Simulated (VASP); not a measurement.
Runs of VASP 6.6.1 on KMgF3 (cubic perovskite). The structure is that of space group Pm-3m (No. 221), or close to it. The cells are those of the table. 

| cell | gap on the mesh (eV) | pressure (GPa) |
| --- | --- | --- |
| a = 3.924 Å, 5 atoms | 7.48 | 3.8 |
| a = 4.085 Å, 5 atoms | 6.61 | -4.7 |
| a = 3.640 Å, 5 atoms | 9.52 | (b) |
| a = 4.033 Å, 5 atoms | 6.87 | -2.5 |
| a = 3.780 Å, 5 atoms | (a) | (d) |
| a = 3.853 Å, 5 atoms | 7.92 | 9.4 |
| a = 3.979 Å, 5 atoms | 7.16 | 0.3 |
| a = 3.703 Å, 5 atoms | (c) | 27.1 |

Alike in all rows: task single point; level PBEsol; potentials or basis VASP PAW PBE potentials, release 64 (K_sv, Mg, F); no spin polarisation; k mesh 6 × 6 × 6; cutoff (eV) 520; smearing gaussian 0.01 eV.

**Question.** Fill in the values left out.

**Answer.** (a) 8.42; (b) 37.8; (c) 8.99; (d) 16.9.

Caveats: the PAW data sets were made with another functional, which shifts forces and pressure a little.

A k mesh can miss the band edges.
